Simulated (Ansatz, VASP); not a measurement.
## PbO: VASP beside Ansatz

INCAR

```
ALGO = Normal ; EDIFF = 1E-7
EDIFFG = -0.04 ; ENCUT = 600
GGA = PE ; IBRION = 2
ISIF = 3 ; ISMEAR = 0
LASPH = True ; LCHARG = False
LREAL = False ; LWAVE = False
NELM = 80 ; NSW = 90
PREC = Accurate ; SIGMA = 0.1
```

The input KPOINTS:

```
k-points
0
Gamma
  6 6 6
```

Contents of POSCAR:

```
PbO
1.0
    1.6133538618      0.9314702864      5.1388308190
   -1.6133538618      0.9314702864      5.1388308190
    0.0000000000     -1.8629405728      5.1388308190
Pb O
1 1
Direct
    0.0000000000      0.0000000000      0.0000000000
    0.5000000000      0.5000000000      0.5000000000
```

Input for Ansatz:

```yaml
crystal:
  lattice:
    - [1.6133538618, 0.9314702864, 5.138830819]
    - [-1.6133538618, 0.9314702864, 5.138830819]
    - [0.0, -1.8629405728, 5.138830819]
  atoms:
    - { symbol: Pb, position: [0.0, 0.0, 0.0] }
    - { symbol: O, position: [0.5, 0.5, 0.5] }
basis:
  ecutwfc: 420
kpoints:
  mp_grid: { grid: [6, 6, 6] }
hamiltonian:
  xc: pbe
scf:
  occupations: { method: gaussian, width: 0.1 }
  lower_state_search: "off"
output:
  forces: true
  stress: true
  eigenvalues: true
relax:
  adjacent_minimum: "off"
  f_tol: 0.04
  max_steps: 70
  cell: { stress_tol: 0.4 }
```

Alike in both runs: task relaxation of cell and atoms; functional PBE; k mesh 6 × 6 × 6; occupations gaussian, width 0.1 eV; no spin polarisation.

|  | VASP | Ansatz |
| --- | --- | --- |
| version | VASP 6.6.1 | Ansatz 0.2.0 |
| potentials or method | VASP PAW PBE potentials, release 64 (Pb_d, O), cutoff 600 eV | scalar-relativistic, plane waves, PAW |
| valence electrons in the cell | 20 | 20 |

```csv
,VASP,Ansatz,Ansatz less VASP
"gap on the k mesh at the Fermi level, each at its own relaxed structure (eV)",0.40,0.46,+0.054
relaxed volume (Å³/atom),18.17,18.14,-0.026
relaxed cell length with the largest relative difference (Å),3.731,3.715,-0.0164
```

Spin-orbit coupling is off throughout. Noted on VASP's run: the volume moved by over 15 % at a fixed basis, so the end points are rough.
